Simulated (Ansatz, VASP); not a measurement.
## One calculation of NaF, two programs

The input POSCAR:

```
NaF
1.0
    0.0000000000      2.3497917110      2.3497917110
    2.3497917110      0.0000000000      2.3497917110
    2.3497917110      2.3497917110      0.0000000000
Na F
1 1
Direct
    0.0000000000      0.0000000000      0.0000000000
    0.5000000000      0.5000000000      0.5000000000
```

File INCAR.step1:

```
PREC = Accurate
ENCUT = 520
ISMEAR = 0
SIGMA = 0.02
LREAL = F
LASPH = T
NELM = 80
NBANDS = 14
GGA = PE
ALGO = Normal
EDIFF = 1E-4
LWAVE = T
LCHARG = F
```

The input INCAR.step2:

```
PREC = Accurate
ENCUT = 520
EDIFF = 1E-6
ISMEAR = 0
SIGMA = 0.02
LREAL = F
LASPH = T
NELM = 80
ALGO = Normal
ISIF = 2
LWAVE = F
LCHARG = F
METAGGA = R2SCAN
LMIXTAU = T
NBANDS = 14
ISTART = 1
```

Contents of KPOINTS:

```
Automatic mesh
0
Gamma
  8 8 8
```

Input for Ansatz:

```yaml
crystal:
  lattice:
    - [0.0, 2.349791711, 2.349791711]
    - [2.349791711, 0.0, 2.349791711]
    - [2.349791711, 2.349791711, 0.0]
  atoms:
    - { symbol: Na, position: [0.0, 0.0, 0.0] }
    - { symbol: F, position: [0.5, 0.5, 0.5] }
basis:
  ecutwfc: 500
kpoints:
  mp_grid: { grid: [8, 8, 8] }
  band_path:
    path:
      - [[0.0, 0.0, 0.0], [0.5, 0.0, 0.5], [0.625, 0.25, 0.625]]
      - [[0.375, 0.375, 0.75], [0.0, 0.0, 0.0], [0.5, 0.5, 0.5], [0.5, 0.25, 0.75], [0.5, 0.0, 0.5]]
    npoints: 14
hamiltonian:
  xc: r2scan
scf:
  occupations: { method: gaussian, width: 0.02 }
  n_extra_bands: 6
output:
  forces: true
  stress: true
  eigenvalues: true
  populations: true
  dos: { projected: true, de: 0.02, nscf_kmesh: { grid: [12, 12, 12] } }
  bader: true
  write_density: true
  write_potential: true
  elf: true
  volumetric_format: npy
```

Alike in both runs: task single point; functional r2SCAN; k mesh 8 × 8 × 8; occupations gaussian, width 0.02 eV; no spin polarisation.

```csv
,VASP,Ansatz
version,VASP 6.6.1,Ansatz 0.2.0
potentials or method,"VASP PAW PBE potentials, release 64 (Na_pv, F), cutoff 520 eV","scalar-relativistic, plane waves, PAW"
valence electrons in the cell,14,16
```

VASP gave:

```
gap on the k mesh at the Fermi level (eV) : 6.94
least direct gap on the mesh (eV)         : 6.94
pressure (GPa)                            : -3.7
```

Task: What did Ansatz give for the same quantities?

Result: gap on the k mesh at the Fermi level (eV): 6.90; least direct gap on the mesh (eV): 6.90; pressure (GPa): -3.2.

VASP's potentials were made for PBE, not for r2SCAN. With one functional, cell and mesh, what is left measures potentials, basis and numerics. VASP's potentials hold 14 valence electrons a cell and Ansatz's 16, so a difference there can come from the potentials and not from the codes.
